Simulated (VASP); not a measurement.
# HfCoH4 (P-6m2) in VASP: further runs, part 2 of 3

VASP 6.6.1. The steps go on from the part before.

## 3. Single point, PBE, collinear spin, ferromagnetic start

This run uses another cell than the first one, of 7.65 Å³/atom, 1.003 times its volume.

INCAR

```
  PREC = Accurate
  ENCUT = 520
  EDIFF = 1E-6
  ISMEAR = 0
  SIGMA = 0.1
  LREAL = False
  LASPH = True
  NELM = 150
  ALGO = Normal
  ISIF = 2
  LWAVE = False
  LCHARG = False
  ISPIN = 2
  MAGMOM = 0 3 0 0 0 0
  LORBIT = 11
  LMAXMIX = 4
  GGA = PE
  NBANDS = 24
```

KPOINTS

```
Automatic mesh
0
Gamma
  6 6 6
```

POSCAR

```
HfCoH4
1.0
    4.3671290902      0.0000000000      0.0000000000
   -2.1835645451      3.7820447337      0.0000000000
    0.0000000000      0.0000000000      2.7799022757
Hf Co H
1 1 4
Direct
    0.0000000000      0.0000000000      0.0000000000
    0.3333333333      0.6666666667      0.0000000000
    0.6666666667      0.3333333333      0.0000000000
    1.0328905550      0.5164452775      0.5000000000
    0.4835547225      0.5164452775      0.5000000000
    0.4835547225     -0.0328905550      0.5000000000
```

Potentials or basis: VASP PAW PBE potentials, release 64 (Hf_pv, Co, H).

Started as:

```
cat potpaw_PBE.64/Hf_pv/POTCAR potpaw_PBE.64/Co/POTCAR potpaw_PBE.64/H/POTCAR > POTCAR
mpirun -np 1 vasp_std > vasp.out
```

OUTCAR:

```text
PREC = Accurate
   ENCUT = 520
   EDIFF = 1E-6
   ISMEAR = 0
   LREAL = False
   LASPH = True
   NELM = 150
   ISIF = 2
   ISPIN = 2
   LORBIT = 11
   GGA = PE

 ion  position               nearest neighbor table
   1  0.000  0.000  0.000-   2 2.52   2 2.52   2 2.52
   2  0.333  0.667  0.000-   6 1.80   6 1.80   4 1.80   4 1.80   5 1.80   5 1.80   1 2.52   1 2.52
                             1 2.52
   3  0.667  0.333  0.000-
   4  0.033  0.516  0.500-   2 1.80   2 1.80
   5  0.484  0.516  0.500-   2 1.80   2 1.80
   6  0.484  0.967  0.500-   2 1.80   2 1.80

  LATTYP: Found a hexagonal cell.
 ALAT       =     4.3671290902
 C/A-ratio  =     0.6365514319

  Lattice vectors:

 A1 = (   4.3671290902,   0.0000000000,   0.0000000000)
 A2 = (  -2.1835645451,   3.7820447337,   0.0000000000)
 A3 = (   0.0000000000,   0.0000000000,   2.7799022757)

Analysis of symmetry for initial positions (statically):
=====================================================================
 Subroutine PRICEL returns:
 Original cell was already a primitive cell.

 Routine SETGRP: Setting up the symmetry group for a
 hexagonal supercell.

 Subroutine GETGRP returns: Found 12 space group operations
 (whereof 12 operations were pure point group operations)
 out of a pool of 24 trial point group operations.

The static configuration has the point symmetry D_3h.

Analysis of symmetry for dynamics (positions and initial velocities):
=====================================================================
 Subroutine PRICEL returns:
 Original cell was already a primitive cell.

 Routine SETGRP: Setting up the symmetry group for a
 hexagonal supercell.

 Subroutine GETGRP returns: Found 12 space group operations
 (whereof 12 operations were pure point group operations)
 out of a pool of 24 trial point group operations.

The dynamic configuration has the point symmetry D_3h.

Analysis of structural, dynamic, and magnetic symmetry:
=====================================================================
 Subroutine PRICEL returns:
 Original cell was already a primitive cell.

 Routine SETGRP: Setting up the symmetry group for a
 hexagonal supercell.

 Subroutine GETGRP returns: Found 12 space group operations
 (whereof 12 operations were pure point group operations)
 out of a pool of 24 trial point group operations.

The overall configuration has the point symmetry D_3h.

 Subroutine INISYM returns: Found 12 space group operations
 (whereof 12 operations are pure point group operations),
 and found     1 'primitive' translations

----------------------------------------------------------------------------------------

                                     Primitive cell

  volume of cell :      45.9147

  direct lattice vectors                    reciprocal lattice vectors
     4.367129090  0.000000000  0.000000000     0.228983385  0.132203619  0.000000000
    -2.183564545  3.782044734  0.000000000     0.000000000  0.264407237  0.000000000
     0.000000000  0.000000000  2.779902276     0.000000000  0.000000000  0.359724875

  length of vectors
     4.367129090  4.367129090  2.779902276     0.264407237  0.264407237  0.359724875

[... 92 lines left out ...]
   IBRION =     -1    ionic relax: 0-MD 1-quasi-New 2-CG
   NFREE  =      0    steps in history (QN), initial steepest desc. (CG)
   ISIF   =      2    stress and relaxation
   ISYM   =      2    0-nonsym 1-usesym 2-fastsym
   POTIM  = 0.5000    time-step for ionic-motion
   TEBEG  =    0.0;   TEEND  =   0.0 temperature during run
   PSTRESS=    0.0 pullay stress
   NELECT =      23.0000    total number of electrons
   NUPDOWN=      -1.0000    fix difference up-down
   EMIN   =  10.00;   EMAX   =-10.00  energy-range for DOS
   EFERMI =   0.00;   METHOD = LEGACY
   ISMEAR =     0;   SIGMA  =   0.10  broadening in eV -4-tet -1-fermi 0-gaus
   EFERMI_NEDOS =   21; number of points for ismear=-14 and -15
   IALGO  =     38    algorithm
   IMIX   =      4    mixing-type and parameters
     AMIX     =   0.40;   BMIX     =  1.00
     AMIX_MAG =   1.60;   BMIX_MAG =  1.00
  volume/ion in A,a.u.               =       7.65        51.64
  Fermi-wavevector in a.u.,A,eV,Ry     =   1.300170  2.456964 22.999849  1.690441
  Thomas-Fermi vector in A             =   2.431386
   LORBIT       =     11    0 simple, 1 ext, 2 COOP (PROOUT), +10 PAW based schemes
   GGA     = PE    functional components
   LHFCALC =     F    Hartree Fock is set to
   AEXX    =    0.0000 exact exchange contribution
   IVDW    =     0    specifies the selected vdW correction
   LEPSILON=     F    determine dielectric tensor
   LRPA    =     F    only Hartree local field effects (RPA)
 spin polarized calculation
 Gauss-broadening in eV      SIGMA  =   0.10
  energy-cutoff  :      520.00
  volume of cell :       45.91
 maximum number of plane-waves:      1254
   NGX = 17   NGY = 17   NGZ = 11

 number of electron      23.0000000 magnetization      -0.0017739

 number of electron      23.0000000 magnetization       0.0005178

 Free energy of the ion-electron system (eV)
  ---------------------------------------------------
  ext. energy  EPLUGINS =         0.00000000
  ---------------------------------------------------
  free energy    TOTEN  =       -28.24591151 eV

  energy without entropy =      -28.23540870  energy(sigma->0) =      -28.24066010

 E-fermi :   5.7671     XC(G=0): -11.5023

 val. band max:        5.7023360079   @ k =   0.0000   0.0000   0.0000
 cond. band min:       5.7766965248   @ k =   0.3333  -0.0000   0.5000
 fundamental gap:      0.0743605169
 Fermi energy:         5.7670875945

 spin component 1

 k-point     1 :       0.0000    0.0000    0.0000
  band No.  band energies     occupation
      1     -25.3031      1.00000
      2     -25.3031      1.00000
      3     -24.4599      1.00000
      4      -5.6259      1.00000
      5       0.8777      1.00000
      6       0.8777      1.00000
[... 613 lines left out ...]
     22      16.3954      0.00000
     23      18.3309      0.00000

 [... further k-points ...]

 spin component 2

 k-point     1 :       0.0000    0.0000    0.0000
  band No.  band energies     occupation
      1     -25.3030      1.00000
      2     -25.3030      1.00000
      3     -24.4599      1.00000
      4      -5.6259      1.00000
      5       0.8777      1.00000
      6       0.8777      1.00000
[... 613 lines left out ...]
     22      16.3955      0.00000
     23      18.3310      0.00000

 [... further k-points ...]

 [bands above 23 left out]

------------------------ aborting loop because EDIFF is reached ----------------------------------------

  FORCE on cell =-STRESS in cart. coord.  units (eV):
  Direction    XX          YY          ZZ          XY          YZ          ZX
  --------------------------------------------------------------------------------------
  -------------------------------------------------------------------------------------
  Total       -0.3357815     -0.3357815     -0.1866053     -0.0000000      0.0000000     -0.0000000
  in kB      -11.7169636    -11.7169636     -6.5115191     -0.0000000      0.0000000     -0.0000000
  external PRESSURE =      -9.9818154 kB  Pullay stress =       0.0000000 kB

 VOLUME and BASIS-vectors are now :
 -----------------------------------------------------------------------------
  energy-cutoff  :      520.00
  volume of cell :       45.91
      direct lattice vectors                 reciprocal lattice vectors
     4.367129090  0.000000000  0.000000000     0.228983385  0.132203619  0.000000000
    -2.183564545  3.782044734  0.000000000     0.000000000  0.264407237  0.000000000
     0.000000000  0.000000000  2.779902276     0.000000000  0.000000000  0.359724875

 POSITION                                       TOTAL-FORCE (eV/Angst)
 -----------------------------------------------------------------------------------
      0.00000      0.00000      0.00000         0.000000     -0.000000      0.000000
     -0.00000      2.52136      0.00000         0.000000     -0.000000      0.000000
      2.18356      1.26068      0.00000         0.000000     -0.000000      0.000000
     -0.98405      1.95322      1.38995        -0.009873     -0.005700     -0.000000
      0.98405      1.95322      1.38995         0.009873     -0.005700     -0.000000
      0.00000      3.65765      1.38995        -0.000000      0.011400     -0.000000
 -----------------------------------------------------------------------------------
    total drift:                               -0.000001      0.000001     -0.000000

  FREE ENERGIE OF THE ION-ELECTRON SYSTEM (eV)
  ---------------------------------------------------
  free  energy   TOTEN  =       -28.2459115072 eV

  energy  without entropy=      -28.2354087018  energy(sigma->0) =      -28.24066010

 total charge

# of ion       s       p       d       tot
------------------------------------------
    1        0.399   6.344   1.720   8.463
    2        0.428   0.521   7.592   8.541
    3        0.412   0.010   0.000   0.422
    4        0.469   0.021   0.000   0.489
    5        0.469   0.021   0.000   0.489
    6        0.469   0.021   0.000   0.489
--------------------------------------------------
tot          2.644   6.937   9.312  18.893

 magnetization (x)

# of ion       s       p       d       tot
------------------------------------------
    1        0.000  -0.000   0.000   0.000
    2        0.000  -0.000   0.000   0.000
    3       -0.000   0.000   0.000  -0.000
    4       -0.000   0.000   0.000  -0.000
    5       -0.000   0.000   0.000  -0.000
    6       -0.000   0.000   0.000  -0.000
--------------------------------------------------
tot         -0.000  -0.000   0.000   0.000
```

Wall time 1.7 min (1 thread of Oxide Virtual Turin-like, shared host); peak memory 0.18 GiB.

Results:

* Free energy: -28.2459 eV
* Pressure: -1.0 GPa
* Largest force: 0.011 eV/Å
* Net moment: 0.00 μB per cell
* Valence electrons inside the program's atomic spheres: Hf 8.46; Co 8.54; H 0.42, 0.49

Forces on the atoms (eV/Å):
```
Hf   0.000  0.000  0.000
Co   0.000  0.000  0.000
H    0.000  0.000  0.000
H   -0.010 -0.006  0.000
H    0.010 -0.006  0.000
H    0.000  0.011  0.000
```

Stress tensor (GPa, compression positive):
```
-1.17  0.00  0.00
 0.00 -1.17  0.00
 0.00  0.00 -0.65
```

Caveat: the k points lie up to 0.38 Å⁻¹ apart; the starting moments collapsed, and a magnetic state may lie lower; spin-orbit coupling is left out, which moves the levels of the heavy elements.

## 4. Single point, PBE, collinear spin, ferromagnetic start

This run uses another cell than the first one, of 10.50 Å³/atom, 1.376 times its volume.

INCAR

```
  ALGO = Normal
  EDIFF = 1E-6
  ENCUT = 520
  GGA = PE
  ISIF = 2
  ISMEAR = 0
  ISPIN = 2
  LASPH = T
  LCHARG = F
  LMAXMIX = 4
  LORBIT = 11
  LREAL = F
  LWAVE = F
  MAGMOM = 0 3 0 0 0 0
  NBANDS = 24
  NELM = 150
  PREC = Accurate
  SIGMA = 0.1
```

KPOINTS

```
k-points
0
Gamma
  6 6 6
```

POSCAR

```
HfCoH4
1.0
    4.5959197200      0.0000000000      0.0000000000
   -2.2979598600      3.9801832300      0.0000000000
    0.0000000000      0.0000000000      3.4441047900
Hf Co H
1 1 4
Direct
    0.0000000000      0.0000000000      0.0000000000
    0.3333333300      0.6666666700      0.0000000000
    0.6666666700      0.3333333300      0.0000000000
    0.9962900300      0.4981450100      0.5000000000
    0.5018549900      0.4981450100      0.5000000000
    0.5018549900      0.0037099700      0.5000000000
```

Started as:

```
cat potpaw_PBE.64/Hf_pv/POTCAR potpaw_PBE.64/Co/POTCAR potpaw_PBE.64/H/POTCAR > POTCAR
mpirun -np 1 vasp_std > vasp.out
```

It took 2.9 min on 1 thread of Oxide Virtual Turin-like, shared host; peak memory 0.22 GiB.

The run converged. Its results:

```
Free energy                                           : -26.0294 eV
Pressure                                              : -23.0 GPa
Largest force                                         : 0.774 eV/Å
Net moment                                            : 0.83 μB per cell
Site moments                                          : Hf -0.11; Co +0.87; H +0.01 μB
Valence electrons inside the program's atomic spheres : Hf 7.93; Co 8.03; H 0.40, 0.41
```

Forces in eV/Å, atoms in the order of the input:
```
Hf   0.000  0.000  0.000
Co   0.000  0.000  0.000
H    0.000  0.000  0.000
H    0.671  0.387  0.000
H   -0.671  0.387  0.000
H    0.000 -0.774  0.000
```

Stress tensor (GPa, compression positive):
```
-19.59   0.00   0.00
  0.00 -19.59   0.00
  0.00   0.00 -29.85
```

Levels at points of the mesh, in eV from the Fermi level:
Spin up:
```csv
k point,band 8,band 9,band 10,band 11,band 12,band 13,band 14,band 15,band 16,band 17
"(0.00, 0.00, 0.00)",-1.62,-1.62,-1.42,-1.42,-0.90,0.64,2.87,2.87,3.52,3.52
"(0.50, 0.00, 0.00)",-2.03,-1.69,-1.63,-1.62,-1.10,1.50,2.10,2.12,2.34,2.91
"(0.00, 0.00, 0.50)",-1.50,-1.50,-1.15,0.15,0.15,0.31,0.31,1.55,1.55,2.05
"(0.50, 0.00, 0.50)",-2.29,-1.84,-1.76,-0.55,-0.50,0.35,2.29,2.34,2.84,3.20
```
Spin down:
```csv
k point,band 8,band 9,band 10,band 11,band 12,band 13,band 14,band 15
"(0.00, 0.00, 0.00)",-0.93,-0.93,-0.70,-0.70,-0.62,0.79,2.85,2.85
"(0.50, 0.00, 0.00)",-1.30,-1.27,-0.90,-0.80,-0.70,1.61,2.09,2.19
"(0.00, 0.00, 0.50)",-0.90,-0.90,-0.19,0.17,0.17,0.22,0.22,2.06
"(0.50, 0.00, 0.50)",-2.06,-1.44,-1.26,0.23,0.33,0.98,2.35,2.44
```

Caveat: spin-orbit coupling is left out, which moves the levels of the heavy elements.

## 5. Relaxation of cell and atoms, PBE

This run uses another cell than the first one, of 7.65 Å³/atom, 1.003 times its volume.

INCAR

```
PREC = Accurate
ENCUT = 600
EDIFF = 1E-6
ISMEAR = 0
SIGMA = 0.1
LREAL = False
LASPH = True
NELM = 100
ALGO = Normal
ISIF = 3
LWAVE = False
LCHARG = False
GGA = PE
IBRION = 2
NSW = 100
EDIFFG = -0.01
```

KPOINTS

```
Automatic mesh
0
Gamma
  12 12 14
```

POSCAR

```
HfCoH4
1.0
    4.3671290902      0.0000000000      0.0000000000
   -2.1835645451      3.7820447337      0.0000000000
    0.0000000000      0.0000000000      2.7799022757
Hf Co H
1 1 4
Direct
    0.0000000000      0.0000000000      0.0000000000
    0.3333333333      0.6666666667      0.0000000000
    0.6666666667      0.3333333333      0.0000000000
    0.0328905550      0.5164452775      0.5000000000
    0.4835547225      0.5164452775      0.5000000000
    0.4835547225      0.9671094450      0.5000000000
```

Started as:

```
cat potpaw_PBE.64/Hf_pv/POTCAR potpaw_PBE.64/Co/POTCAR potpaw_PBE.64/H/POTCAR > POTCAR
mpirun -np 1 vasp_std > vasp.out
```

Run time: 21 min. Hardware: 1 thread of Oxide Virtual Turin-like, shared host; peak memory 0.29 GiB.

Results (log left out):

| Property | Result |
| --- | --- |
| Free energy | -28.2091 eV |
| Relaxed volume | 7.58 Å³/atom |
| Relaxed cell | a = 4.355 Å, b = 4.355 Å, c = 2.771 Å, α = 90.00°, β = 90.00°, γ = 120.00° |
| Space group after relaxing (to 0.05 Å) | P-6m2 (No. 187) |
| Energy gained by relaxing | 0.3 meV/atom |
| Ionic steps | 15 |
| Pressure after relaxing | -0.1 GPa |

Stress tensor (GPa, compression positive):
```
-0.11  0.00  0.00
 0.00 -0.11  0.00
 0.00  0.00 -0.03
```

Step by step:
| step | energy change (eV) | largest force (eV/Å) | pressure (GPa) | volume (Å³) |
| --- | --- | --- | --- | --- |
| 1 | 0.0000 | 0.0161 | -1.09 | 45.91 |
| 2 | -0.0013 | 0.0331 | -0.03 | 45.57 |
| 3 | -0.0013 | 0.0341 | -0.15 | 45.55 |
| 4 | -0.0013 | 0.0361 | 0.14 | 45.51 |
| 5 | -0.0013 | 0.0354 | 0.20 | 45.52 |
| 6 | -0.0013 | 0.0347 | 0.15 | 45.53 |
| 7 | -0.0014 | 0.0232 | -0.17 | 45.58 |
| 8 | -0.0015 | 0.0181 | -0.08 | 45.60 |
| 9 | -0.0014 | 0.0081 | -0.42 | 45.65 |
| 10 | -0.0014 | 0.0138 | -0.50 | 45.62 |
| 11 | -0.0015 | 0.0162 | -0.40 | 45.61 |
| 12 | -0.0015 | 0.0117 | -0.39 | 45.60 |
| 13 | -0.0016 | 0.0018 | -0.26 | 45.57 |
| 14 | -0.0016 | 0.0048 | -0.37 | 45.56 |
| 15 | -0.0017 | 0.0007 | -0.08 | 45.51 |

Final structure:
```
Hf Co H
1.0
     4.35472    0.00000    0.00000
    -2.17736    3.77129    0.00000
     0.00000    0.00000    2.77084
Hf Co H
1 1 4
Direct
  0.00000 0.00000 0.00000
  0.33333 0.66667 0.00000
  0.66667 0.33333 0.00000
  0.03068 0.51534 0.50000
  0.48466 0.51534 0.50000
  0.48466 0.96932 0.50000
```

Levels at points of the mesh, in eV from the Fermi level:
| k point | band 10 | band 11 | band 12 | band 13 | band 14 | band 15 |
| --- | --- | --- | --- | --- | --- | --- |
| (0.00, 0.00, 0.00) | -1.86 | -1.54 | -1.54 | -0.06 | 4.21 | 4.21 |
| (0.50, 0.00, 0.00) | -1.95 | -1.59 | -1.53 | 0.98 | 2.02 | 3.71 |
| (0.00, 0.00, 0.50) | -1.02 | -1.02 | -0.62 | 0.42 | 0.42 | 2.75 |
| (0.50, 0.00, 0.50) | -2.01 | 0.09 | 0.22 | 0.71 | 2.92 | 3.11 |

Caveat: spin-orbit coupling is left out, which moves the levels of the heavy elements.

(Part 2 of 3 ends here.)
